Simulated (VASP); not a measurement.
Write the native input for VASP 6.6.1 that does the following.

- Task: single point
- Functional: PBE
- Dispersion: D3(BJ)
- Potentials or basis: VASP PAW PBE potentials, release 64 (Hg)
- Cutoff: 520 eV
- k mesh: 20 × 20 × 20
- Occupations: gaussian, width 0.15 eV
- Spin: no spin polarisation
- Dipole correction: no
- Further INCAR settings: ALGO = Fast; EDIFF = 1e-06; NBANDS = 12

The structure of Hg lies in POSCAR:

```
Hg
1.0
    0.0000000000      2.3533254169      2.4709916877
    2.3533254169      0.0000000000      2.4709916877
    2.3533254169      2.3533254169      0.0000000000
Hg
1
Direct
    0.0000000000      0.0000000000      0.0000000000
```

This cell differs from its parent crystal: ratio of the length along z to the lengths across it x 1.05, volume and fractional coordinates fixed.

The input as run:

INCAR

```
PREC     = Accurate       # precision mode
ENCUT    = 520            # plane-wave cutoff, eV
EDIFF    = 1E-6           # SCF threshold, eV
ISMEAR   = 0              # smearing method
SIGMA    = 0.15           # smearing width, eV
LREAL    = False          # projectors in reciprocal space
LASPH    = True           # aspherical terms in the spheres
NELM     = 80             # most SCF steps
ALGO     = Fast           # electronic algorithm
ISIF     = 2              # what is computed and relaxed
LWAVE    = False          # write WAVECAR
LCHARG   = True           # write CHGCAR
GGA      = PE             # functional
IVDW     = 12             # dispersion correction
LELF     = True           # ELF
LVHAR    = True         
NBANDS   = 12             # bands
```

KPOINTS

```
Automatic mesh
0
Gamma
  20 20 20
```

Potentials or basis: VASP PAW PBE potentials, release 64 (Hg).

Run with:

```bash
$ cat potpaw_PBE.64/Hg/POTCAR > POTCAR
$ mpirun -np 1 vasp_std > vasp.out
```

It gave:

```yaml
Pressure: -1.1 GPa
Band_gap_on_the_k_mesh: zero (bands 6 and 7 overlap by 1.13 eV)
Dispersion_energy_per_atom: -0.383 eV
```

Caveat: spin-orbit coupling is left out, which moves the levels of the heavy elements.

Wall time 2.2 min on 1 thread of Intel Xeon 8259CL, on a shared host, peak memory 0.3 GiB.
